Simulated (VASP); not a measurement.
Set up this calculation in VASP 6.6.1, as the native input.

| Property | Result |
| --- | --- |
| Task | single point |
| Functional | r2SCAN |
| Potentials or basis | VASP PAW PBE potentials, release 64 (Al, Ni) |
| Cutoff | 520 eV |
| k mesh | 16 × 16 × 14 |
| Occupations | gaussian, width 0.1 eV |
| Spin | no spin polarisation |
| Dipole correction | no |
| Further INCAR settings | ALGO = Normal; EDIFF = 1e-07; NBANDS = 14 |

The system is AlNi.

```
Al Ni
1.0
     1.93869   -1.95319    0.00000
     1.93869    1.95319    0.00000
     0.00000    0.00000    3.09943
Al Ni
1 1
Direct
  0.00000 0.00000 0.00000
  0.50000 0.50000 0.50000
```

One way to write it, as run:

POSCAR

```
AlNi
1.0
    1.9386940000     -1.9531901500      0.0000000000
    1.9386940000      1.9531901500      0.0000000000
    0.0000000000      0.0000000000      3.0994300413
Al Ni
1 1
Direct
    0.0000000000      0.0000000000      0.0000000000
    0.5000000000      0.5000000000      0.5000000000
```

INCAR.step1

```
SYSTEM = AlNi
PREC     = Accurate       ! precision mode
ENCUT    = 520            ! plane-wave cutoff, eV
ISMEAR   = 0              ! smearing method
SIGMA    = 0.1            ! smearing width, eV
LREAL    = .FALSE.        ! projectors in reciprocal space
LASPH    = .TRUE.         ! aspherical terms in the spheres
NELM     = 60             ! most SCF steps
NBANDS   = 14             ! bands
GGA      = PE             ! functional
ALGO     = Normal         ! electronic algorithm
EDIFF    = 1E-4           ! SCF threshold, eV
LWAVE    = .TRUE.         ! write WAVECAR
LCHARG   = .FALSE.        ! write CHGCAR
```

INCAR.step2

```
SYSTEM = AlNi
PREC     = Accurate       ! precision mode
ENCUT    = 520            ! plane-wave cutoff, eV
EDIFF    = 1E-7           ! SCF threshold, eV
ISMEAR   = 0              ! smearing method
SIGMA    = 0.1            ! smearing width, eV
LREAL    = .FALSE.        ! projectors in reciprocal space
LASPH    = .TRUE.         ! aspherical terms in the spheres
NELM     = 60             ! most SCF steps
ALGO     = Normal         ! electronic algorithm
ISIF     = 2              ! what is computed and relaxed
LWAVE    = .FALSE.        ! write WAVECAR
LCHARG   = .FALSE.        ! write CHGCAR
METAGGA  = R2SCAN         ! meta-GGA
LMIXTAU  = .TRUE.       
NBANDS   = 14             ! bands
ISTART   = 1
```

KPOINTS

```
regular mesh
0
G
  16 16 14
  0 0 0
```

Potentials or basis: VASP PAW PBE potentials, release 64 (Al, Ni).

Command:

```bash
$ cat potpaw_PBE.64/Al/POTCAR potpaw_PBE.64/Ni/POTCAR > POTCAR
$ cp INCAR.step1 INCAR
$ mpirun -np 1 vasp_std > vasp.out
$ cp INCAR.step2 INCAR
$ mpirun -np 1 vasp_std > vasp.out
```

Results of the run:

| Quantity | Value |
| --- | --- |
| Pressure | 0.3 GPa |
| Band gap on the k mesh | zero (an odd number of electrons rules out a gap without spin polarisation) |

Caveat: the PAW data sets were made with another functional, which shifts forces and pressure a little.

Wall time 6.8 min on 1 thread of Intel(R) Xeon(R) Platinum 8259CL CPU @ 2.50GHz (Skylake/Cascade Lake), on a shared host, peak memory 0.3 GiB.
